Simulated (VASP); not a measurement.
A run of VASP 6.6.1 is set up as follows.

File INCAR:

```
PREC = Accurate ; ENCUT = 600
EDIFF = 1E-7 ; ISMEAR = -1
SIGMA = 0.15 ; LREAL = False
LASPH = True ; NELM = 80
ALGO = Normal ; ISIF = 3
LWAVE = False ; LCHARG = False
GGA = PS ; IBRION = 2
NSW = 80 ; EDIFFG = -0.001
```

File KPOINTS:

```
regular mesh
0
Gamma
  14 14 8
```

Contents of POSCAR:

```
ZrH
1.0
    3.1902763254      0.0000000000      0.0000000000
    0.0000000000      3.1902763254      0.0000000000
    0.0000000000      0.0000000000      4.9905072829
Zr H
2 2
Direct
    0.0000000000      0.5000000000      0.0000000000
    0.5000000000      0.0000000000      0.5000000000
    0.0000000000      0.0000000000      0.7500000000
    0.0000000000      0.0000000000      0.2500000000
```

Potentials or basis: VASP PAW PBE potentials, release 64 (Zr_sv, H).

The run is started by

```sh
$ cat potpaw_PBE.64/Zr_sv/POTCAR potpaw_PBE.64/H/POTCAR > POTCAR
$ mpirun -np 1 vasp_std > vasp.out
```

(1) Estimate the space group after relaxing (to 0.05 Å).

(2) What does it give for the band gap on the k mesh?

## Answers

(1) P4_2/mmc (No. 131).

(2) zero (band 13 reaches 8.61 eV, above the bottom of band 14 at 7.70 eV).
